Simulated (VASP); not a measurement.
# MgO (P-6m2) in VASP: a series of runs, part 2 of 2

VASP 6.6.1. The steps go on from the part before.

## 3. Single point, PBE

This run uses another cell than the first one, of 10.62 Å³/atom.

Contents of INCAR:

```
SYSTEM = MgO
ALGO     = Normal         ! electronic algorithm
EDIFF    = 1E-6           ! SCF threshold, eV
ENCUT    = 840            ! plane-wave cutoff, eV
GGA      = PE             ! functional
GGA_COMPAT= .False.      
ISIF     = 2              ! what is computed and relaxed
ISMEAR   = -1             ! smearing method
LASPH    = .True.         ! aspherical terms in the spheres
LCHARG   = .True.         ! write CHGCAR
LELF     = .True.         ! ELF
LREAL    = .False.        ! projectors in reciprocal space
LVHAR    = .True.       
LWAVE    = .False.        ! write WAVECAR
NBANDS   = 15             ! bands
NELM     = 120            ! most SCF steps
PREC     = Accurate       ! precision mode
SIGMA    = 0.05           ! smearing width, eV
```

Contents of KPOINTS:

```
k-points
0
Gamma
  10 10 10
  0 0 0
```

Contents of POSCAR:

```
MgO
1.0
    2.9956437857      0.0000000000      0.0000000000
   -1.4978218928      2.5943036191      0.0000000000
    0.0000000000      0.0000000000      2.7322360880
Mg O
1 1
Direct
    0.0000000000      0.0000000000      0.0000000000
    0.3333333333      0.6666666667      0.5000000000
```

Potentials or basis: VASP PAW PBE potentials, release 64 (Mg_sv, O).

Launch:

```bash
> cat potpaw_PBE.64/Mg_sv/POTCAR potpaw_PBE.64/O/POTCAR > POTCAR
> mpirun -np 1 vasp_std > vasp.out
```

OUTCAR:

```text
SYSTEM = MgO
   EDIFF = 1E-6
   ENCUT = 840
   GGA = PE
   ISIF = 2
   ISMEAR = -1
   LASPH = .True.
   LREAL = .False.
   NELM = 120
   PREC = Accurate

 ion  position               nearest neighbor table
   1  0.000  0.000  0.000-
   2  0.333  0.667  0.500-

  LATTYP: Found a hexagonal cell.
 ALAT       =     2.9956437857
 C/A-ratio  =     0.9120697531

  Lattice vectors:

 A1 = (   2.9956437857,   0.0000000000,   0.0000000000)
 A2 = (  -1.4978218928,   2.5943036191,   0.0000000000)
 A3 = (   0.0000000000,   0.0000000000,   2.7322360880)

Analysis of symmetry for initial positions (statically):
=====================================================================
 Subroutine PRICEL returns:
 Original cell was already a primitive cell.

 Routine SETGRP: Setting up the symmetry group for a
 hexagonal supercell.

 Subroutine GETGRP returns: Found 12 space group operations
 (whereof 12 operations were pure point group operations)
 out of a pool of 24 trial point group operations.

The static configuration has the point symmetry D_3h.

Analysis of symmetry for dynamics (positions and initial velocities):
=====================================================================
 Subroutine PRICEL returns:
 Original cell was already a primitive cell.

 Routine SETGRP: Setting up the symmetry group for a
 hexagonal supercell.

 Subroutine GETGRP returns: Found 12 space group operations
 (whereof 12 operations were pure point group operations)
 out of a pool of 24 trial point group operations.

The dynamic configuration has the point symmetry D_3h.

 Subroutine INISYM returns: Found 12 space group operations
 (whereof 12 operations are pure point group operations),
 and found     1 'primitive' translations

----------------------------------------------------------------------------------------

                                     Primitive cell

[... 112 lines left out ...]
  Fermi-wavevector in a.u.,A,eV,Ry     =   1.489722  2.815165 30.195005  2.219270
  Thomas-Fermi vector in A             =   2.602594
   LORBIT       =      0    0 simple, 1 ext, 2 COOP (PROOUT), +10 PAW based schemes
   GGA     = PE    functional components
   LHFCALC =     F    Hartree Fock is set to
   AEXX    =    0.0000 exact exchange contribution
   IVDW    =     0    specifies the selected vdW correction
   LEPSILON=     F    determine dielectric tensor
   LRPA    =     F    only Hartree local field effects (RPA)
 non-spin polarized calculation
  energy-cutoff  :      840.00
  volume of cell :       21.23
 maximum number of plane-waves:      1192
   NGX = 15   NGY = 15   NGZ = 13

 number of electron      15.9999986 magnetization

 Free energy of the ion-electron system (eV)
  ---------------------------------------------------
  ext. energy  EPLUGINS =         0.00000000
  ---------------------------------------------------
  free energy    TOTEN  =       -11.18576772 eV

  energy without entropy =      -11.18576772  energy(sigma->0) =      -11.18576772

 E-fermi :   3.9751     XC(G=0): -10.7465

 val. band max:        2.6331547342   @ k =   0.3000   0.3000   0.0000
 cond. band min:       5.2364450030   @ k =   0.0000   0.0000   0.0000
 fundamental gap:      2.6032902688
 Fermi energy:         3.9751419452

 k-point     1 :       0.0000    0.0000    0.0000
  band No.  band energies     occupation
      1     -70.8541      2.00000
      2     -37.5999      2.00000
      3     -37.5999      2.00000
      4     -37.5454      2.00000
      5     -14.4886      2.00000
      6       2.0811      2.00000
      7       2.0811      2.00000
      8       2.2554      2.00000
      9       5.2364      0.00000
     10      14.3122      0.00000
     11      17.7351      0.00000
     12      17.7351      0.00000
     13      21.8518      0.00000
     14      22.6419      0.00000
[... 401 lines left out ...]
      2     -37.6514      2.00000
      3     -37.6148      2.00000
      4     -37.5475      2.00000
      5     -13.5052      2.00000
      6      -1.6736      2.00000
      7       1.1206      2.00000
      8       2.1768      2.00000
      9       9.4589      0.00000
     10      12.4726      0.00000
     11      15.6101      0.00000
     12      19.2484      0.00000
     13      19.9481      0.00000
     14      24.4260      0.00000
     15      25.6490      0.00000

 [... further k-points ...]
[... 5 lines left out ...]
  --------------------------------------------------------------------------------------
  -------------------------------------------------------------------------------------
  Total       -0.8797187     -0.8797187     -1.0942871     -0.0000000      0.0000000     -0.0000000
  in kB      -66.3781595    -66.3781595    -82.5681689     -0.0000000      0.0000000     -0.0000000
  external PRESSURE =     -71.7748293 kB  Pullay stress =       0.0000000 kB

 VOLUME and BASIS-vectors are now :
 -----------------------------------------------------------------------------
  energy-cutoff  :      840.00
  volume of cell :       21.23
      direct lattice vectors                 reciprocal lattice vectors
     2.995643786  0.000000000  0.000000000     0.333818061  0.192729947  0.000000000
    -1.497821893  2.594303619  0.000000000     0.000000000  0.385459895  0.000000000
     0.000000000  0.000000000  2.732236088     0.000000000  0.000000000  0.366000583

 POSITION                                       TOTAL-FORCE (eV/Angst)
 -----------------------------------------------------------------------------------
      0.00000      0.00000      0.00000        -0.000000      0.000000      0.000000
     -0.00000      1.72954      1.36612         0.000000      0.000000      0.000000
 -----------------------------------------------------------------------------------
    total drift:                                0.000000     -0.000000     -0.000000

  FREE ENERGIE OF THE ION-ELECTRON SYSTEM (eV)
  ---------------------------------------------------
  free  energy   TOTEN  =       -11.1857677237 eV

  energy  without entropy=      -11.1857677237  energy(sigma->0) =      -11.18576772
```

OSZICAR:

```text
N       E                     dE             d eps       ncg     rms          rms(c)
DAV:   1     0.156421545689E+03    0.15642E+03   -0.13426E+04  2520   0.173E+03
DAV:   2    -0.717553838747E+01   -0.16360E+03   -0.15443E+03  2975   0.419E+02
DAV:   3    -0.128895507888E+02   -0.57140E+01   -0.56875E+01  3348   0.769E+01
DAV:   4    -0.129747866788E+02   -0.85236E-01   -0.85230E-01  2864   0.939E+00
DAV:   5    -0.129765264579E+02   -0.17398E-02   -0.17398E-02  3244   0.110E+00    0.882E+00
DAV:   6    -0.112476473845E+02    0.17289E+01   -0.27049E+00  2562   0.151E+01    0.306E+00
DAV:   7    -0.112099609041E+02    0.37686E-01   -0.14262E-01  2849   0.343E+00    0.179E+00
DAV:   8    -0.111865904334E+02    0.23370E-01   -0.53914E-02  3143   0.246E+00    0.372E-01
DAV:   9    -0.111855047419E+02    0.10857E-02   -0.45671E-03  2947   0.582E-01    0.120E-01
DAV:  10    -0.111857845167E+02   -0.27977E-03   -0.31153E-04  2772   0.219E-01    0.697E-02
DAV:  11    -0.111857670418E+02    0.17475E-04   -0.39282E-05  3143   0.774E-02    0.723E-03
DAV:  12    -0.111857677237E+02   -0.68183E-06   -0.29455E-06  2940   0.229E-02
   1 F= -.11185768E+02 E0= -.11185768E+02  d E =-.210747E-12
```

Run time: 17 s. Hardware: 1 thread of Intel Xeon 6975P-C (Granite Rapids), shared host; peak memory 0.17 GiB.

Results:

```yaml
Free_energy: -11.1858 eV
Pressure: -7.2 GPa
Band_gap_on_the_k_mesh: 2.60 eV (least direct gap 2.98 eV)
```

Levels at points of the mesh, in eV from the valence-band top:
| k point | band 4 | band 5 | band 6 | band 7 | band 8 | band 9 | band 10 | band 11 | band 12 | band 13 |
| --- | --- | --- | --- | --- | --- | --- | --- | --- | --- | --- |
| (0.00, 0.00, 0.00) | -40.18 | -17.12 | -0.55 | -0.55 | -0.38 | 2.60 | 11.68 | 15.10 | 15.10 | 19.22 |
| (0.50, 0.00, 0.00) | -40.17 | -16.19 | -4.59 | -1.22 | -0.04 | 6.33 | 9.91 | 12.71 | 17.02 | 18.28 |
| (0.00, 0.00, 0.50) | -40.22 | -16.15 | -5.06 | -0.08 | -0.08 | 7.80 | 8.55 | 17.14 | 17.14 | 18.08 |
| (0.50, 0.00, 0.50) | -40.24 | -15.53 | -3.48 | -3.12 | -0.75 | 5.67 | 11.03 | 13.23 | 14.24 | 14.67 |

Caveat: the cell stands under tension. A k mesh can miss the band edges.
